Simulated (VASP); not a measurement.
# NaH in VASP: a series of runs

The runs below take NaH through single point, with PBE, r2SCAN, HSE06.

Everything below comes from runs of VASP 6.6.1. Logs are shortened: lines on timing, memory, paths and dates and some standing lists are left out, and cuts for length are marked.

**1. The cell of the first run**

The structure is tetragonal, space group I-4m2 (No. 119). The conventional cell has a = 3.673 Å, b = 3.673 Å, c = 5.110 Å, α = 90.00°, β = 90.00°, γ = 90.00°. Within 3.0 Å of Na (site symmetry -4m2) lie 4 H at 2.24 Å. H (site symmetry -4m2) has 4 Na at 2.24 Å within 3.0 Å.

**2. Single point, PBE (uniaxial z strain -1.6%)**

INCAR

```
SYSTEM = NaH
ALGO = Normal
EDIFF = 1E-7
ENCUT = 520
GGA = PE
ISIF = 2
ISMEAR = -1
LASPH = .TRUE.
LCHARG = .TRUE.
LELF = .TRUE.
LREAL = .FALSE.
LVHAR = .TRUE.
LWAVE = .FALSE.
NBANDS = 11
NELM = 60
PREC = Accurate
SIGMA = 0.02
```

KPOINTS

```
k-points
0
G
  8 8 8
  0 0 0
```

POSCAR

```
NaH
1.0
    0.0000000000      2.5969210614      2.5551106323
    2.5969210614      0.0000000000      2.5551106323
    2.5969210614      2.5969210614      0.0000000000
Na H
1 1
Direct
    0.0000000000      0.0000000000      0.0000000000
    0.2500000000      0.2500000000      0.2500000000
```

Potentials or basis: VASP PAW PBE potentials, release 64 (Na_pv, H).

Launch:

```bash
> cat potpaw_PBE.64/Na_pv/POTCAR potpaw_PBE.64/H/POTCAR > POTCAR
> mpirun -np 1 vasp_std > vasp.out
```

OUTCAR:

```text
SYSTEM = NaH
   EDIFF = 1E-7
   ENCUT = 520
   GGA = PE
   ISIF = 2
   ISMEAR = -1
   LASPH = .TRUE.
   LREAL = .FALSE.
   NELM = 60
   PREC = Accurate

 ion  position               nearest neighbor table
   1  0.000  0.000  0.000-
   2  0.250  0.250  0.250-

  LATTYP: Found a body centered tetragonal cell.
 ALAT       =     3.6726009854
 C/A-ratio  =     1.3914447240

  Lattice vectors:

 A1 = (   0.0000000000,  -2.5969210614,  -2.5551106323)
 A2 = (   0.0000000000,   2.5969210614,  -2.5551106323)
 A3 = (   2.5969210614,   0.0000000000,   2.5551106323)

Analysis of symmetry for initial positions (statically):
=====================================================================
 Subroutine PRICEL returns:
 Original cell was already a primitive cell.

 Routine SETGRP: Setting up the symmetry group for a
 body centered tetragonal supercell.

 Subroutine GETGRP returns: Found  8 space group operations
 (whereof  8 operations were pure point group operations)
 out of a pool of 16 trial point group operations.

The static configuration has the point symmetry D_2d.

Analysis of symmetry for dynamics (positions and initial velocities):
=====================================================================
 Subroutine PRICEL returns:
 Original cell was already a primitive cell.

 Routine SETGRP: Setting up the symmetry group for a
 body centered tetragonal supercell.

 Subroutine GETGRP returns: Found  8 space group operations
 (whereof  8 operations were pure point group operations)
 out of a pool of 16 trial point group operations.

The dynamic configuration has the point symmetry D_2d.

 Subroutine INISYM returns: Found  8 space group operations
 (whereof  8 operations are pure point group operations),
 and found     1 'primitive' translations

----------------------------------------------------------------------------------------

                                     Primitive cell

  volume of cell :      34.4633

  direct lattice vectors                    reciprocal lattice vectors
     0.000000000  2.596921061  2.555110632    -0.192535694  0.192535694  0.195686243
     2.596921061  0.000000000  2.555110632     0.192535694 -0.192535694  0.195686243
     2.596921061  2.596921061  0.000000000     0.192535694  0.192535694 -0.195686243

  length of vectors
     3.643156508  3.643156508  3.672600985     0.335310443  0.335310443  0.335310443

  position of ions in fractional coordinates (direct lattice)
     0.000000000  0.000000000  0.000000000
     0.250000000  0.250000000  0.250000000

  ion indices of the primitive-cell ions
   primitive index   ion index
                 1           1
                 2           2

----------------------------------------------------------------------------------------

 KPOINTS: k-points

Automatic generation of k-mesh.
 Grid dimensions read from file:
 generate k-points for:    8    8    8

 Generating k-lattice:

  Cartesian coordinates                     Fractional coordinates (reciprocal lattice)
    -0.024066962  0.024066962  0.024460780     0.125000000  0.000000000  0.000000000
     0.024066962 -0.024066962  0.024460780     0.000000000  0.125000000  0.000000000
     0.024066962  0.024066962 -0.024460780     0.000000000  0.000000000  0.125000000

  Length of vectors
     0.041913805  0.041913805  0.041913805

  Shift w.r.t. Gamma in fractional coordinates (k-lattice)
     0.000000000  0.000000000  0.000000000

 Subroutine IBZKPT returns following result:
 ===========================================

 Found     59 irreducible k-points:

 Following reciprocal coordinates:
            Coordinates               Weight
  0.000000  0.000000  0.000000      1.000000
  0.125000  0.000000  0.000000      8.000000
  0.250000  0.000000  0.000000      8.000000
  0.375000  0.000000  0.000000      8.000000
  0.500000  0.000000  0.000000      4.000000
  0.125000  0.125000  0.000000      2.000000
[... 16 lines left out ...]
  0.250000  0.000000  0.125000     16.000000
  0.375000 -0.000000  0.125000     16.000000
 [... further k-points ...]
   k-points           NKPTS =     59   k-points in BZ     NKDIM =     59   number of bands    NBANDS=     11
   number of dos      NEDOS =    301   number of ions     NIONS =      2
   total plane-waves  NPLWV =  21952
   dimension x,y,z NGX =    28 NGY =   28 NGZ =   28
   dimension x,y,z NGXF=    56 NGYF=   56 NGZF=   56
   ions per type =               1   1
   NGX,Y,Z   is equivalent  to a cutoff of  12.78, 12.78, 12.67 a.u.
   NGXF,Y,Z  is equivalent  to a cutoff of  25.55, 25.55, 25.35 a.u.
 SYSTEM =  NaH
   PREC   = accura    normal or accurate (medium, high low for compatibility)
   ISTART =      0    job   : 0-new  1-cont  2-samecut
   ICHARG =      2    charge: 1-file 2-atom 10-const
   ISPIN  =      1    spin polarized calculation?
   LNONCOLLINEAR =      F non collinear calculations
   LSORBIT =      F    spin-orbit coupling
   LASPH  =      T    aspherical Exc in radial PAW
   ENCUT  =  520.0 eV  38.22 Ry    6.18 a.u.   6.77  6.77  6.83*2*pi/ulx,y,z
   NELM   =     60;   NELMIN=  2; NELMDL= -5     # of ELM steps
   EDIFF  = 0.1E-06   stopping-criterion for ELM
   LREAL  =      F    real-space projection
   EDIFFG = 0.1E-05   stopping-criterion for IOM
   NSW    =      0    number of steps for IOM
   IBRION =     -1    ionic relax: 0-MD 1-quasi-New 2-CG
   NFREE  =      0    steps in history (QN), initial steepest desc. (CG)
   ISIF   =      2    stress and relaxation
   ISYM   =      2    0-nonsym 1-usesym 2-fastsym
   POTIM  = 0.5000    time-step for ionic-motion
   TEBEG  =    0.0;   TEEND  =   0.0 temperature during run
   PSTRESS=    0.0 pullay stress
   NELECT =       8.0000    total number of electrons
   NUPDOWN=      -1.0000    fix difference up-down
   EMIN   =  10.00;   EMAX   =-10.00  energy-range for DOS
   EFERMI =   0.00;   METHOD = LEGACY
   ISMEAR =    -1;   SIGMA  =   0.02  broadening in eV -4-tet -1-fermi 0-gaus
   EFERMI_NEDOS =   21; number of points for ismear=-14 and -15
   IALGO  =     38    algorithm
   IMIX   =      4    mixing-type and parameters
     AMIX     =   0.40;   BMIX     =  1.00
     AMIX_MAG =   1.60;   BMIX_MAG =  1.00
  volume/ion in A,a.u.               =      17.23       116.29
  Fermi-wavevector in a.u.,A,eV,Ry     =   1.006126  1.901303 13.773039  1.012290
  Thomas-Fermi vector in A             =   2.138849
   LORBIT       =      0    0 simple, 1 ext, 2 COOP (PROOUT), +10 PAW based schemes
   GGA     = PE    functional components
   LHFCALC =     F    Hartree Fock is set to
   AEXX    =    0.0000 exact exchange contribution
   IVDW    =     0    specifies the selected vdW correction
   LEPSILON=     F    determine dielectric tensor
   LRPA    =     F    only Hartree local field effects (RPA)
 non-spin polarized calculation
  energy-cutoff  :      520.00
  volume of cell :       34.46
 maximum number of plane-waves:       942
   NGX = 13   NGY = 13   NGZ = 13

 number of electron       8.0000007 magnetization

 Free energy of the ion-electron system (eV)
  ---------------------------------------------------
  ext. energy  EPLUGINS =         0.00000000
  ---------------------------------------------------
  free energy    TOTEN  =        -4.98832204 eV

  energy without entropy =       -4.98832204  energy(sigma->0) =       -4.98832204

 E-fermi :  -1.4230     XC(G=0):  -6.9260

 val. band max:       -1.8355600255   @ k =  -0.2500   0.5000   0.2500
 cond. band min:       1.7804626875   @ k =   0.5000   0.0000   0.0000
 fundamental gap:      3.6160227130
 Fermi energy:        -1.4229774346

 k-point     1 :       0.0000    0.0000    0.0000
  band No.  band energies     occupation
      1     -23.8103      2.00000
      2     -23.8077      2.00000
      3     -23.8077      2.00000
      4      -4.7253      2.00000
      5       6.4634      0.00000
      6      11.5836      0.00000
      7      11.5837      0.00000
      8      11.6129      0.00000
      9      14.3194      0.00000
     10      14.3194      0.00000
     11      14.3327      0.00000

 k-point     2 :       0.1250    0.0000    0.0000
  band No.  band energies     occupation
      1     -23.8163      2.00000
      2     -23.8100      2.00000
      3     -23.8088      2.00000
      4      -4.5044      2.00000
      5       5.7760      0.00000
      6      10.8047      0.00000
      7      11.3114      0.00000
      8      11.3709      0.00000
      9      14.8693      0.00000
     10      14.8913      0.00000
     11      14.9854      0.00000

 k-point     3 :       0.2500    0.0000    0.0000
  band No.  band energies     occupation
      1     -23.8341      2.00000
      2     -23.8124      2.00000
      3     -23.8113      2.00000
      4      -3.8845      2.00000
      5       4.1959      0.00000
      6       9.7505      0.00000
      7      10.9328      0.00000
      8      11.0567      0.00000
      9      13.8428      0.00000
     10      14.1299      0.00000
     11      15.1538      0.00000

 k-point     4 :       0.3750    0.0000    0.0000
  band No.  band energies     occupation
      1     -23.8518      2.00000
      2     -23.8145      2.00000
      3     -23.8138      2.00000
      4      -3.0465      2.00000
      5       2.5616      0.00000
      6       9.1284      0.00000
      7      10.7582      0.00000
      8      10.9414      0.00000
      9      12.7745      0.00000
     10      13.0370      0.00000
     11      14.3421      0.00000
[... 239 lines left out ...]
 k-point    22 :       0.1250    0.0000    0.1250
  band No.  band energies     occupation
      1     -23.8151      2.00000
      2     -23.8129      2.00000
      3     -23.8101      2.00000
      4      -4.4344      2.00000
      5       5.6997      0.00000
      6      10.4809      0.00000
      7      10.4900      0.00000
      8      12.5502      0.00000
      9      12.9677      0.00000
     10      14.1766      0.00000
     11      16.0453      0.00000

 k-point    23 :       0.2500    0.0000    0.1250
  band No.  band energies     occupation
      1     -23.8287      2.00000
      2     -23.8148      2.00000
      3     -23.8125      2.00000
      4      -3.9507      2.00000
      5       4.6550      0.00000
      6       9.2773      0.00000
      7       9.9136      0.00000
      8      11.6701      0.00000
      9      13.2648      0.00000
     10      14.0349      0.00000
     11      16.2949      0.00000

 k-point    24 :       0.3750   -0.0000    0.1250
  band No.  band energies     occupation
      1     -23.8456      2.00000
      2     -23.8172      2.00000
      3     -23.8157      2.00000
      4      -3.1758      2.00000
      5       3.1779      0.00000
      6       8.1653      0.00000
      7       9.7274      0.00000
      8      10.7893      0.00000
      9      13.1574      0.00000
     10      14.9558      0.00000
     11      15.6694      0.00000

 [... further k-points ...]
[... 5 lines left out ...]
  --------------------------------------------------------------------------------------
  -------------------------------------------------------------------------------------
  Total        0.1092361      0.1092361      0.1231353      0.0000000      0.0000000      0.0000000
  in kB        5.0783125      5.0783125      5.7244770      0.0000000      0.0000000      0.0000000
  external PRESSURE =       5.2937007 kB  Pullay stress =       0.0000000 kB

 VOLUME and BASIS-vectors are now :
 -----------------------------------------------------------------------------
  energy-cutoff  :      520.00
  volume of cell :       34.46
      direct lattice vectors                 reciprocal lattice vectors
     0.000000000  2.596921061  2.555110632    -0.192535694  0.192535694  0.195686243
     2.596921061  0.000000000  2.555110632     0.192535694 -0.192535694  0.195686243
     2.596921061  2.596921061  0.000000000     0.192535694  0.192535694 -0.195686243

 POSITION                                       TOTAL-FORCE (eV/Angst)
 -----------------------------------------------------------------------------------
      0.00000      0.00000      0.00000         0.000000      0.000000      0.000000
      1.29846      1.29846      1.27756        -0.000000     -0.000000     -0.000000
 -----------------------------------------------------------------------------------
    total drift:                                0.000001      0.000001      0.000001

  FREE ENERGIE OF THE ION-ELECTRON SYSTEM (eV)
  ---------------------------------------------------
  free  energy   TOTEN  =        -4.9883220431 eV

  energy  without entropy=       -4.9883220431  energy(sigma->0) =       -4.98832204
```

It took 20 s on 1 thread of Intel Xeon Platinum 8259CL at 2.50GHz (Skylake/Cascade Lake), shared host; peak memory 0.16 GiB.

Results:

```
Free energy            : -4.9883 eV
Pressure               : 0.5 GPa
Band gap on the k mesh : 3.62 eV (least direct gap 4.34 eV)
```

Levels at points of the mesh, in eV from the valence-band top:
| k point | band 2 | band 3 | band 4 | band 5 | band 6 | band 7 |
| --- | --- | --- | --- | --- | --- | --- |
| (0.00, 0.00, 0.00) | -21.97 | -21.97 | -2.89 | 8.30 | 13.42 | 13.42 |
| (0.50, 0.00, 0.00) | -21.98 | -21.98 | -0.72 | 3.62 | 10.77 | 12.57 |
| (0.50, 0.50, 0.00) | -21.99 | -21.99 | -0.04 | 5.15 | 7.46 | 9.71 |
| (0.50, 0.00, 0.50) | -21.99 | -21.99 | -0.11 | 5.00 | 7.51 | 9.87 |

Caveat: the cell differs from its parent crystal (uniaxial z strain -1.6%).

**3. Single point, PBE (epitaxial xy strain -2.2%)**

INCAR

```
SYSTEM = NaH
PREC = Accurate
ENCUT = 520
EDIFF = 1E-7
ISMEAR = -1
SIGMA = 0.02
LREAL = .False.
LASPH = .True.
NELM = 60
ALGO = Normal
ISIF = 2
LWAVE = .False.
LCHARG = .False.
GGA = PE
NBANDS = 11
```

KPOINTS

```
Automatic mesh
0
Gamma
  8 8 8
  0 0 0
```

POSCAR

```
NaH
1.0
    0.0000000000      2.5392694138      2.6775996420
    2.5392694138      0.0000000000      2.6775996420
    2.5392694138      2.5392694138      0.0000000000
Na H
1 1
Direct
    0.0000000000      0.0000000000      0.0000000000
    0.2500000000      0.2500000000      0.2500000000
```

Potentials or basis: VASP PAW PBE potentials, release 64 (Na_pv, H).

Launch:

```bash
> cat potpaw_PBE.64/Na_pv/POTCAR potpaw_PBE.64/H/POTCAR > POTCAR
> mpirun -np 1 vasp_std > vasp.out
```

OUTCAR:

```text
SYSTEM = NaH
   PREC = Accurate
   ENCUT = 520
   EDIFF = 1E-7
   ISMEAR = -1
   LREAL = .False.
   LASPH = .True.
   NELM = 60
   ISIF = 2
   GGA = PE

 ion  position               nearest neighbor table
   1  0.000  0.000  0.000-
   2  0.250  0.250  0.250-

  LATTYP: Found a body centered tetragonal cell.
 ALAT       =     3.5910692435
 C/A-ratio  =     1.4912548104

  Lattice vectors:

 A1 = (  -2.5392694138,   0.0000000000,   2.6775996420)
[... 511 lines left out ...]
      5       3.1303      0.00000
      6       8.1851      0.00000
      7       9.5287      0.00000
      8      11.0268      0.00000
      9      13.1017      0.00000
     10      14.6391      0.00000
     11      15.4716      0.00000

 [... further k-points ...]
[... 5 lines left out ...]
  --------------------------------------------------------------------------------------
  -------------------------------------------------------------------------------------
  Total        0.1262110      0.1262110      0.0505049      0.0000000      0.0000000      0.0000000
  in kB        5.8561802      5.8561802      2.3434255      0.0000000      0.0000000      0.0000000
  external PRESSURE =       4.6852620 kB  Pullay stress =       0.0000000 kB

 VOLUME and BASIS-vectors are now :
 -----------------------------------------------------------------------------
  energy-cutoff  :      520.00
  volume of cell :       34.53
      direct lattice vectors                 reciprocal lattice vectors
     0.000000000  2.539269414  2.677599642    -0.196907031  0.196907031  0.186734414
     2.539269414  0.000000000  2.677599642     0.196907031 -0.196907031  0.186734414
     2.539269414  2.539269414  0.000000000     0.196907031  0.196907031 -0.186734414

 POSITION                                       TOTAL-FORCE (eV/Angst)
 -----------------------------------------------------------------------------------
      0.00000      0.00000      0.00000         0.000000      0.000000      0.000000
      1.26963      1.26963      1.33880        -0.000000     -0.000000     -0.000000
 -----------------------------------------------------------------------------------
    total drift:                                0.000000      0.000000      0.000002

  FREE ENERGIE OF THE ION-ELECTRON SYSTEM (eV)
  ---------------------------------------------------
  free  energy   TOTEN  =        -4.9874505348 eV

  energy  without entropy=       -4.9874505348  energy(sigma->0) =       -4.98745053
```

Run time: 20 s. Hardware: 1 thread of Intel Xeon Platinum 8259CL at 2.50GHz (Skylake/Cascade Lake), shared host; peak memory 0.16 GiB.

What came out:

| Item | Value |
| --- | --- |
| Free energy | -4.9875 eV |
| Pressure | 0.5 GPa |
| Band gap on the k mesh | 3.57 eV (least direct gap 4.34 eV) |

Caveat: the cell differs from its parent crystal (epitaxial xy strain -2.2%). A k mesh can miss the band edges.

**4. Single point, r2SCAN (epitaxial xy strain -2.2%)**

POSCAR is that of step 3.

INCAR.step1

```
ALGO = Normal ; EDIFF = 1E-4
ENCUT = 520 ; GGA = PE
ISMEAR = 0 ; LASPH = T
LCHARG = F ; LREAL = F
LWAVE = T ; NBANDS = 11
NELM = 100 ; PREC = Accurate
SIGMA = 0.01
```

INCAR.step2

```
ALGO = Normal ; EDIFF = 1E-6
ENCUT = 520 ; ISIF = 2
ISMEAR = 0 ; ISTART = 1
LASPH = T ; LCHARG = F
LMIXTAU = T ; LREAL = F
LWAVE = F ; METAGGA = R2SCAN
NBANDS = 11 ; NELM = 100
PREC = Accurate ; SIGMA = 0.01
```

KPOINTS

```
k-points
0
Gamma
  8 8 8
```

Launch:

```bash
> cat potpaw_PBE.64/Na_pv/POTCAR potpaw_PBE.64/H/POTCAR > POTCAR
> cp INCAR.step1 INCAR
> mpirun -np 1 vasp_std > vasp.out
> cp INCAR.step2 INCAR
> mpirun -np 1 vasp_std > vasp.out
```

Run time: 75 s. Hardware: 1 thread of Intel Xeon Platinum 8259CL at 2.50GHz (Skylake/Cascade Lake), shared host; peak memory 0.17 GiB.

The run converged. Its results:

| Quantity | Value |
| --- | --- |
| Free energy | -7.4588 eV |
| Pressure | 0.2 GPa |
| Band gap on the k mesh | 4.01 eV (least direct gap 4.76 eV) |

Stress tensor (GPa, compression positive):
```
 0.27  0.00  0.00
 0.00  0.27  0.00
 0.00  0.00 -0.08
```

Levels at points of the mesh, in eV from the valence-band top:
| k point | band 2 | band 3 | band 4 | band 5 | band 6 | band 7 |
| --- | --- | --- | --- | --- | --- | --- |
| (0.00, 0.00, 0.00) | -22.82 | -22.81 | -2.89 | 8.87 | 13.78 | 13.90 |
| (0.50, 0.00, 0.00) | -22.83 | -22.82 | -0.76 | 4.01 | 11.52 | 12.77 |
| (0.50, 0.50, 0.00) | -22.83 | -22.83 | -0.30 | 5.19 | 8.02 | 10.78 |
| (0.50, 0.00, 0.50) | -22.84 | -22.83 | -0.06 | 5.67 | 7.84 | 10.18 |

Caveat: the cell differs from its parent crystal (epitaxial xy strain -2.2%); the PAW data sets were made with another functional, which shifts forces and pressure a little.

(Part 1 of 2 ends here.)
